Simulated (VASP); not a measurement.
Input of a VASP 6.6.1 run:

Contents of INCAR:

```
  PREC = Accurate
  ENCUT = 520
  EDIFF = 1E-7
  ISMEAR = -1
  SIGMA = 0.05
  LREAL = F
  LASPH = T
  NELM = 100
  ALGO = Normal
  ISIF = 2
  LWAVE = F
  LCHARG = F
  GGA = PE
  NBANDS = 14
```

File KPOINTS:

```
regular mesh
0
Gamma
  16 16 16
```

Contents of POSCAR:

```
Rh
1.0
    2.4463785864      0.0000000000      0.0000000000
    0.0000000000      2.4463785864      0.0000000000
    0.0000000000      0.0000000000      2.4463785864
Rh
1
Direct
    0.0000000000      0.0000000000      0.0000000000
```

Potentials or basis: VASP PAW PBE potentials, release 64 (Rh_pv).

The run is started by

```console
$ cat potpaw_PBE.64/Rh_pv/POTCAR > POTCAR
$ mpirun -np 1 vasp_std > vasp.out
```

Task: What does it give for the band gap on the k mesh?

Result: Zero (an odd number of electrons rules out a gap without spin polarisation).

Task: Predict the pressure.

Result: 26.2 GPa.

Caveat: the cell stands under pressure.
